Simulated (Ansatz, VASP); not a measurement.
# Two plane-wave programs on Sc2GaS

```
CELL_PARAMETERS angstrom
3.69148 -3.69141 0.00000
3.69148 3.69141 0.00000
0.00000 0.00000 3.67737
ATOMIC_POSITIONS crystal
Sc 0.50000 0.00000 0.00000
Sc 0.00000 0.50000 0.00000
Ga 0.00000 0.00000 0.00000
S 0.50000 0.50000 0.00000
```

Alike in both runs: functional PBE; k mesh 10 × 10 × 14; occupations gaussian, width 0.1 eV; no spin polarisation.

Ansatz relaxed the structure, and its values are those at the end. VASP's run is a single point on that final structure, the one shown.

```csv
,VASP,Ansatz
version,VASP 6.6.1,Ansatz 0.2.0
potentials or method,"VASP PAW PBE potentials, release 64 (Sc_sv, Ga_d, S), cutoff 520 eV","scalar-relativistic, plane waves, PAW"
valence electrons in the cell,41,41
```

```csv
,VASP,Ansatz,Ansatz less VASP
gap on the k mesh at the Fermi level (eV),none,none,-
pressure (GPa),0.1,0.0,-0.12
```

A gap of «none» marks a metal or a gap that the smearing closes.
